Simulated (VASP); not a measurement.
## TiAl3 (vib): single point with LDA

TiAl3 (vib):

```
Ti Al
1.0
     3.91113    0.00000    0.00000
     0.00000    3.91113    0.00000
     0.00000    0.00000    3.91113
Ti Al
1 3
Cartesian
  0.0000 0.0000 0.0000
  1.9556 1.9556 0.0000
  1.9556 0.0000 1.9556
  0.0000 1.9556 1.9556
```

```
Program                : VASP 6.6.1
Task                   : single point
Functional             : LDA
Potentials or basis    : VASP PAW LDA potentials, release 64 (Ti_sv, Al)
Cutoff                 : 520 eV
k mesh                 : 8 × 8 × 8
Occupations            : gaussian, width 0.1 eV
Spin                   : no spin polarisation
Dipole correction      : no
Further INCAR settings : ALGO = Fast; EDIFF = 1e-07; NBANDS = 18
```

The pressure is 0.2 GPa.

Levels at points of the mesh, in eV from the Fermi level:
| k point | band 7 | band 8 | band 9 | band 10 | band 11 | band 12 | band 13 | band 14 |
| --- | --- | --- | --- | --- | --- | --- | --- | --- |
| (0.00, 0.00, 0.00) | -3.17 | -2.14 | -2.14 | -2.14 | 0.15 | 0.15 | 0.15 | 0.77 |
| (0.50, 0.00, 0.00) | -2.31 | -2.31 | -2.27 | 0.41 | 0.82 | 0.82 | 0.96 | 1.08 |
| (0.50, 0.50, 0.00) | -6.16 | -5.09 | -1.29 | -1.29 | 0.66 | 0.90 | 1.14 | 1.16 |
| (0.50, 0.50, 0.50) | -5.22 | -5.05 | -3.49 | -3.49 | -3.49 | 0.30 | 1.22 | 1.22 |

It took 37 s on 1 thread of Intel(R) Xeon(R) 6975P-C (Granite Rapids) (shared host), peak memory 0.16 GiB.
